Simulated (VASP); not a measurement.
# Si (a cell with a defect) in VASP: single point with PBE

Aim: the single point of Si (a cell with a defect) with PBE.

Program: VASP 6.6.1. These are calculated values, not measurements. Logs are shortened: lines on timing, memory, paths and dates and some standing lists are left out, and cuts for length are marked.

### 1 The cell of the first run

The cell holds a defect, 17 atoms: a = 7.679 Å, b = 7.679 Å, c = 7.679 Å, α = 60.00°, β = 60.00°, γ = 60.00°.

### 2 Single point, PBE

The input, INCAR:

```
SYSTEM = Si
PREC = Accurate
ENCUT = 520
EDIFF = 1E-7
ISMEAR = 0
SIGMA = 0.02
LREAL = Auto
LASPH = .True.
NELM = 80
ALGO = Normal
ISIF = 2
LWAVE = .False.
LCHARG = .False.
GGA = PE
NBANDS = 48
```

The input, KPOINTS:

```
regular mesh
0
Gamma
  2 2 2
  0 0 0
```

The input, POSCAR:

```
Si
1.0
    0.0000000000      5.4300000000      5.4300000000
    5.4300000000      0.0000000000      5.4300000000
    5.4300000000      5.4300000000      0.0000000000
Si
17
Direct
    0.0002939227     -0.0011349908      0.0006062615
    0.1215673112      0.1280910681      0.1223590239
   -0.0069096685      0.0023595764      0.5025494475
    0.1217678637      0.1282870166      0.6283140884
    0.0002381215      0.5003703499      0.0004788214
    0.1250351750      0.6249994475      0.1249313076
    0.0003610497      0.5005603131      0.4987860958
    0.1216920810      0.6221154696      0.6281662983
    0.5017751381      0.0019664825     -0.0054429098
    0.6280278085      0.1281009208      0.1224005525
    0.5021197053      0.0023957643      0.5025981584
    0.6245209024      0.1252164825      0.6259365562
    0.4989104972      0.5003878453      0.0005042357
    0.6280190608      0.6218150092      0.1221813076
    0.5019650092      0.4938121547      0.5023416206
    0.6280883978      0.6221403315      0.6281917127
    0.3745399632     -0.1247880295      0.3759001842
```

Potentials or basis: VASP PAW PBE potentials, release 64 (Si).

Started as:

```console
$ cat potpaw_PBE.64/Si/POTCAR > POTCAR
$ mpirun -np 1 vasp_std > vasp.out
```

OUTCAR:

```text
SYSTEM = Si
   PREC = Accurate
   ENCUT = 520
   EDIFF = 1E-7
   ISMEAR = 0
   LREAL = Auto
   LASPH = .True.
   NELM = 80
   ISIF = 2
   GGA = PE

 ion  position               nearest neighbor table
   1  0.000  0.999  0.001-   2 2.33  10 2.33   4 2.33   6 2.34
   2  0.122  0.128  0.122-   1 2.33   5 2.33   3 2.38   9 2.38  17 2.75
   3  0.993  0.002  0.503-  12 2.31   2 2.38   8 2.38   4 2.38  17 2.39
   4  0.122  0.128  0.628-   7 2.33   1 2.33  11 2.38   3 2.38  17 2.74
   5  0.000  0.500  0.000-  14 2.33   2 2.33   8 2.33   6 2.34
   6  0.125  0.625  0.125-   7 2.34   1 2.34  13 2.34   5 2.34
   7  0.000  0.501  0.499-   8 2.33  16 2.33   4 2.33   6 2.34
   8  0.122  0.622  0.628-   7 2.33   5 2.33   3 2.38  15 2.38  17 2.75
   9  0.502  0.002  0.995-  12 2.31  14 2.38   2 2.38  10 2.38  17 2.39
  10  0.628  0.128  0.122-   1 2.33  13 2.33  11 2.38   9 2.38  17 2.75
  11  0.502  0.002  0.503-  12 2.31  10 2.38  16 2.38   4 2.38  17 2.39
  12  0.625  0.125  0.626-  11 2.31   3 2.31  15 2.31   9 2.31
  13  0.499  0.500  0.001-  14 2.33  10 2.33  16 2.33   6 2.34
  14  0.628  0.622  0.122-  13 2.33   5 2.33   9 2.38  15 2.38  17 2.75
  15  0.502  0.494  0.502-  12 2.31  14 2.38   8 2.38  16 2.38  17 2.39
  16  0.628  0.622  0.628-   7 2.33  13 2.33  11 2.38  15 2.38  17 2.75
  17  0.375  0.875  0.376-   9 2.39  15 2.39   3 2.39  11 2.39   4 2.74  16 2.75   8 2.75  10 2.75
                             2 2.75  14 2.75

  LATTYP: Found a face centered cubic cell.
 ALAT       =    10.8600000000

  Lattice vectors:

 A1 = (   0.0000000000,   5.4300000000,   5.4300000000)
 A2 = (   5.4300000000,   0.0000000000,   5.4300000000)
 A3 = (   5.4300000000,   5.4300000000,   0.0000000000)

Analysis of symmetry for initial positions (statically):
=====================================================================
 Subroutine PRICEL returns:
 Original cell was already a primitive cell.

 Routine SETGRP: Setting up the symmetry group for a
 face centered cubic supercell.

 Subroutine GETGRP returns: Found  1 space group operations
 (whereof  1 operations were pure point group operations)
 out of a pool of 48 trial point group operations.

The static configuration has the point symmetry C_1 .

Analysis of symmetry for dynamics (positions and initial velocities):
=====================================================================
 Subroutine PRICEL returns:
 Original cell was already a primitive cell.

 Routine SETGRP: Setting up the symmetry group for a
 face centered cubic supercell.

 Subroutine GETGRP returns: Found  1 space group operations
 (whereof  1 operations were pure point group operations)
 out of a pool of 48 trial point group operations.

The dynamic configuration has the point symmetry C_1 .

 Subroutine INISYM returns: Found  1 space group operations
 (whereof  1 operations are pure point group operations),
 and found     1 'primitive' translations

----------------------------------------------------------------------------------------

                                     Primitive cell

  volume of cell :     320.2060

  direct lattice vectors                    reciprocal lattice vectors
     0.000000000  5.430000000  5.430000000    -0.092081031  0.092081031  0.092081031
     5.430000000  0.000000000  5.430000000     0.092081031 -0.092081031  0.092081031
     5.430000000  5.430000000  0.000000000     0.092081031  0.092081031 -0.092081031

  length of vectors
     7.679179644  7.679179644  7.679179644     0.159489025  0.159489025  0.159489025

  position of ions in fractional coordinates (direct lattice)
     0.000293923  0.998865009  0.000606262
     0.121567311  0.128091068  0.122359024
     0.993090331  0.002359576  0.502549448
     0.121767864  0.128287017  0.628314088
     0.000238121  0.500370350  0.000478821
     0.125035175  0.624999448  0.124931308
[... 9 lines left out ...]
     0.628088398  0.622140331  0.628191713
     0.374539963  0.875211970  0.375900184

  ion indices of the primitive-cell ions
   primitive index   ion index
                 1           1
                 2           2
                 3           3
                 4           4
                 5           5
                 6           6
[... 9 lines left out ...]
                16          16
                17          17

----------------------------------------------------------------------------------------

 KPOINTS: regular mesh

Automatic generation of k-mesh.
 Grid dimensions read from file:
 generate k-points for:    2    2    2

 Generating k-lattice:

  Cartesian coordinates                     Fractional coordinates (reciprocal lattice)
    -0.046040516  0.046040516  0.046040516     0.500000000  0.000000000  0.000000000
     0.046040516 -0.046040516  0.046040516     0.000000000  0.500000000  0.000000000
     0.046040516  0.046040516 -0.046040516     0.000000000  0.000000000  0.500000000

  Length of vectors
     0.079744512  0.079744512  0.079744512

  Shift w.r.t. Gamma in fractional coordinates (k-lattice)
     0.000000000  0.000000000  0.000000000

 Subroutine IBZKPT returns following result:
 ===========================================

 Found      8 irreducible k-points:

 Following reciprocal coordinates:
            Coordinates               Weight
  0.000000  0.000000  0.000000      1.000000
  0.500000  0.000000  0.000000      1.000000
  0.000000  0.500000  0.000000      1.000000
  0.000000  0.000000  0.500000      1.000000
  0.500000  0.500000  0.500000      1.000000
  0.500000  0.500000  0.000000      1.000000
  0.000000  0.500000  0.500000      1.000000
  0.500000  0.000000  0.500000      1.000000
   k-points           NKPTS =      8   k-points in BZ     NKDIM =      8   number of bands    NBANDS=     48
   number of dos      NEDOS =    301   number of ions     NIONS =     17
   total plane-waves  NPLWV = 216000
   dimension x,y,z NGX =    60 NGY =   60 NGZ =   60
   dimension x,y,z NGXF=   120 NGYF=  120 NGZF=  120
   ions per type =              17
   NGX,Y,Z   is equivalent  to a cutoff of  12.99, 12.99, 12.99 a.u.
   NGXF,Y,Z  is equivalent  to a cutoff of  25.98, 25.98, 25.98 a.u.
 SYSTEM =  Si
   PREC   = accura    normal or accurate (medium, high low for compatibility)
   ISTART =      0    job   : 0-new  1-cont  2-samecut
   ICHARG =      2    charge: 1-file 2-atom 10-const
   ISPIN  =      1    spin polarized calculation?
   LNONCOLLINEAR =      F non collinear calculations
   LSORBIT =      F    spin-orbit coupling
   LASPH  =      T    aspherical Exc in radial PAW
   ENCUT  =  520.0 eV  38.22 Ry    6.18 a.u.  14.28 14.28 14.28*2*pi/ulx,y,z
   NELM   =     80;   NELMIN=  2; NELMDL= -5     # of ELM steps
   EDIFF  = 0.1E-06   stopping-criterion for ELM
   LREAL  =      T    real-space projection
   EDIFFG = 0.1E-05   stopping-criterion for IOM
   NSW    =      0    number of steps for IOM
   IBRION =     -1    ionic relax: 0-MD 1-quasi-New 2-CG
   NFREE  =      0    steps in history (QN), initial steepest desc. (CG)
   ISIF   =      2    stress and relaxation
   ISYM   =      2    0-nonsym 1-usesym 2-fastsym
   POTIM  = 0.5000    time-step for ionic-motion
   TEBEG  =    0.0;   TEEND  =   0.0 temperature during run
   PSTRESS=    0.0 pullay stress
   NELECT =      68.0000    total number of electrons
   NUPDOWN=      -1.0000    fix difference up-down
   EMIN   =  10.00;   EMAX   =-10.00  energy-range for DOS
   EFERMI =   0.00;   METHOD = LEGACY
   ISMEAR =     0;   SIGMA  =   0.02  broadening in eV -4-tet -1-fermi 0-gaus
   EFERMI_NEDOS =   21; number of points for ismear=-14 and -15
   IALGO  =     38    algorithm
   IMIX   =      4    mixing-type and parameters
     AMIX     =   0.40;   BMIX     =  1.00
     AMIX_MAG =   1.60;   BMIX_MAG =  1.00
  volume/ion in A,a.u.               =      18.84       127.11
  Fermi-wavevector in a.u.,A,eV,Ry     =   0.976715  1.845724 12.979587  0.953973
  Thomas-Fermi vector in A             =   2.107356
   LORBIT       =      0    0 simple, 1 ext, 2 COOP (PROOUT), +10 PAW based schemes
   GGA     = PE    functional components
   LHFCALC =     F    Hartree Fock is set to
   AEXX    =    0.0000 exact exchange contribution
   IVDW    =     0    specifies the selected vdW correction
   LEPSILON=     F    determine dielectric tensor
   LRPA    =     F    only Hartree local field effects (RPA)
 non-spin polarized calculation
 Gauss-broadening in eV      SIGMA  =   0.02
  energy-cutoff  :      520.00
  volume of cell :      320.21
 maximum number of plane-waves:      8646
 NGX is ok and might be reduce to    60
   NGX = 29   NGY = 29   NGZ = 29

 number of electron      68.0000001 magnetization

 Free energy of the ion-electron system (eV)
  ---------------------------------------------------
  ext. energy  EPLUGINS =         0.00000000
  ---------------------------------------------------
  free energy    TOTEN  =       -87.99004521 eV

  energy without entropy =      -87.98618869  energy(sigma->0) =      -87.98811695

 E-fermi :   6.9197     XC(G=0):  -9.6743

 val. band max:        6.6776532307   @ k =   0.0000   0.0000   0.0000
 cond. band min:       6.9257455839   @ k =   0.0000   0.5000   0.5000
 fundamental gap:      0.2480923531
 Fermi energy:         6.9197428578

 k-point     1 :       0.0000    0.0000    0.0000
  band No.  band energies     occupation
      1      -6.3172      2.00000
      2      -3.7718      2.00000
      3      -3.6284      2.00000
      4      -3.6273      2.00000
      5      -3.6266      2.00000
      6      -2.8066      2.00000
[... 38 lines left out ...]
     45       8.1218      0.00000
     46       9.0616      0.00000

 k-point     2 :       0.5000    0.0000    0.0000
  band No.  band energies     occupation
      1      -5.9146      2.00000
      2      -4.9558      2.00000
      3      -3.5702      2.00000
      4      -3.4256      2.00000
      5      -3.4235      2.00000
      6      -2.9561      2.00000
[... 286 lines left out ...]
 k-point     8 :       0.5000    0.0000    0.5000
  band No.  band energies     occupation
      1      -5.7812      2.00000
      2      -4.7230      2.00000
      3      -3.9924      2.00000
      4      -3.8774      2.00000
      5      -3.8769      2.00000
      6      -3.6262      2.00000
[... 38 lines left out ...]
     45      10.1236      0.00000
     46      10.1255      0.00000
 [bands above 46 left out]

------------------------ aborting loop because EDIFF is reached ----------------------------------------

  FORCE on cell =-STRESS in cart. coord.  units (eV):
  Direction    XX          YY          ZZ          XY          YZ          ZX
  --------------------------------------------------------------------------------------
  -------------------------------------------------------------------------------------
  Total       10.6761367     10.6841215     10.6845045     -0.0007255     -0.0074002     -0.0010945
  in kB       53.4189351     53.4588872     53.4608040     -0.0036300     -0.0370274     -0.0054764
  external PRESSURE =      53.4462088 kB  Pullay stress =       0.0000000 kB

 VOLUME and BASIS-vectors are now :
 -----------------------------------------------------------------------------
  energy-cutoff  :      520.00
  volume of cell :      320.21
      direct lattice vectors                 reciprocal lattice vectors
     0.000000000  5.430000000  5.430000000    -0.092081031  0.092081031  0.092081031
     5.430000000  0.000000000  5.430000000     0.092081031 -0.092081031  0.092081031
     5.430000000  5.430000000  0.000000000     0.092081031  0.092081031 -0.092081031

 POSITION                                       TOTAL-FORCE (eV/Angst)
 -----------------------------------------------------------------------------------
      5.42713      0.00489      5.42543        -0.014207      0.013258     -0.013874
      1.35994      1.32452      1.35564        -0.000637      0.019540      0.003793
      2.74166      8.12132      5.40529         0.000171      0.005133      0.004565
      4.10834      4.07294      1.35780        -0.018003      0.000571     -0.001666
      2.71961      0.00389      2.71830         0.012780      0.015208      0.016817
      4.07212      1.35732      4.07269         0.002412      0.000837     -0.000411
[... 9 lines left out ...]
      6.78930      6.82160      6.78874         0.000025     -0.015880     -0.004635
      6.79354      4.07489      6.78615        -0.000678     -0.000436     -0.000042
 -----------------------------------------------------------------------------------
    total drift:                               -0.009692     -0.002796      0.001002

  FREE ENERGIE OF THE ION-ELECTRON SYSTEM (eV)
  ---------------------------------------------------
  free  energy   TOTEN  =       -87.9900452060 eV

  energy  without entropy=      -87.9861886857  energy(sigma->0) =      -87.98811695
```

Run time: 2.2 min. Hardware: 1 thread of Intel Xeon Platinum 8488C (Sapphire Rapids), shared host; peak memory 0.46 GiB.

Results:

```yaml
Free_energy: -87.9900 eV
Pressure: 5.3 GPa
Largest_force: 0.026 eV/Å
Band_gap_on_the_k_mesh: zero (bands 34 and 35 overlap by 0.25 eV)
```

Forces on the atoms (eV/Å):
```
Si  -0.014  0.013 -0.014
Si  -0.001  0.020  0.004
Si   0.000  0.005  0.005
Si  -0.018  0.001 -0.002
Si   0.013  0.015  0.017
Si   0.002  0.001  0.000
Si  -0.013 -0.013  0.013
Si   0.001  0.004  0.016
Si  -0.004 -0.005  0.006
Si  -0.002 -0.004 -0.018
Si  -0.002 -0.005 -0.006
Si  -0.001 -0.001  0.000
Si   0.012 -0.017 -0.015
Si   0.026  0.000  0.001
Si   0.000  0.002 -0.002
Si   0.000 -0.016 -0.005
Si  -0.001  0.000  0.000
```

Caveat: the k points lie up to 0.50 Å⁻¹ apart.

The gap in the log of VASP goes by the Fermi energy; the results here count the filled bands.